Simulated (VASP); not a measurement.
Li16C (a cell with a defect): single point with PBE+D3(BJ)

The system is Li16C (a cell with a defect).

```xyz
17
Lattice="6.9800 0.0000 0.0000 0.0000 6.9800 0.0000 0.0000 0.0000 6.9800" Properties=species:S:1:pos:R:3 pbc="T T T"
Li    0.0009    0.2251    0.2269
Li    3.4946   -0.1693    0.2412
Li    0.0040    2.7896   -0.3839
Li    0.0011    0.2256    3.2648
Li    1.9883    1.9116    1.7455
Li    3.4940    3.7896   -0.2523
Li    3.4947   -0.1701    3.2494
Li    4.9965    1.9176    1.7456
Li    0.0039    2.7903    3.8751
Li    1.4951    4.9345    1.7455
Li    1.9789    1.5221    5.2350
Li    3.4940    3.7895    3.7430
Li    5.4908    4.9361    1.7455
Li    5.0161    1.5177    5.2352
Li    1.3636    5.9365    5.2355
Li    5.6248    5.9311    5.2355
C     0.0077    0.8729    5.2359
```

| Item | Value |
| --- | --- |
| Program | VASP 6.6.1 |
| Task | single point |
| Functional | PBE |
| Dispersion | D3(BJ) |
| Potentials or basis | VASP PAW PBE potentials, release 64 (Li_sv, C) |
| Cutoff | 520 eV |
| k mesh | 2 × 2 × 2 |
| Occupations | fermi-dirac, width 0.05 eV |
| Spin | no spin polarisation |

The largest force is 0.032 eV/Å and the band gap on the k mesh is zero (bands 26 and 27 overlap by 0.14 eV). The dispersion energy per atom is -0.161 eV.

Forces on the atoms (eV/Å):
```
Li   0.004 -0.022 -0.006
Li  -0.001 -0.001  0.001
Li   0.002  0.020 -0.025
Li   0.004 -0.022  0.007
Li   0.000  0.007  0.000
Li   0.000  0.000  0.001
Li  -0.001 -0.001 -0.002
Li  -0.002  0.002  0.000
Li   0.002  0.018  0.025
Li   0.003 -0.008  0.000
Li  -0.017  0.019  0.000
Li   0.000  0.000 -0.001
Li  -0.001 -0.008  0.000
Li   0.008  0.024  0.000
Li  -0.020 -0.015  0.000
Li   0.024 -0.011  0.000
C   -0.005 -0.002  0.000
```

Levels at points of the mesh, in eV from the Fermi level:
```tsv
k point	band 22	band 23	band 24	band 25	band 26	band 27	band 28	band 29	band 30	band 31
(0.00, 0.00, 0.00)	-0.95	-0.94	-0.45	-0.29	0.01	0.01	0.46	0.54	0.94	0.94
(0.50, 0.00, 0.00)	-1.14	-0.54	-0.48	-0.43	-0.39	0.05	0.30	0.45	1.22	1.37
(0.00, 0.50, 0.00)	-1.36	-0.48	-0.35	-0.35	-0.34	0.13	0.69	0.87	0.87	1.10
(0.00, 0.00, 0.50)	-1.14	-0.54	-0.48	-0.43	-0.39	0.05	0.30	0.45	1.22	1.37
(0.50, 0.50, 0.00)	-1.44	-0.88	-0.70	-0.13	-0.04	0.15	0.39	0.47	0.91	1.82
(0.00, 0.50, 0.50)	-1.44	-0.88	-0.70	-0.13	-0.04	0.15	0.39	0.47	0.91	1.82
(0.50, 0.00, 0.50)	-1.20	-0.78	-0.78	0.03	0.03	0.05	0.09	0.69	0.69	1.35
(0.50, 0.50, 0.50)	-1.62	-1.50	-1.50	-0.27	-0.27	-0.11	0.83	2.16	2.40	2.40
```

Run time: 94 s on 1 thread of Intel(R) Xeon(R) 6975P-C (Granite Rapids) (shared host), peak memory 0.38 GiB.

Caveat: the k points lie up to 0.45 Å⁻¹ apart.
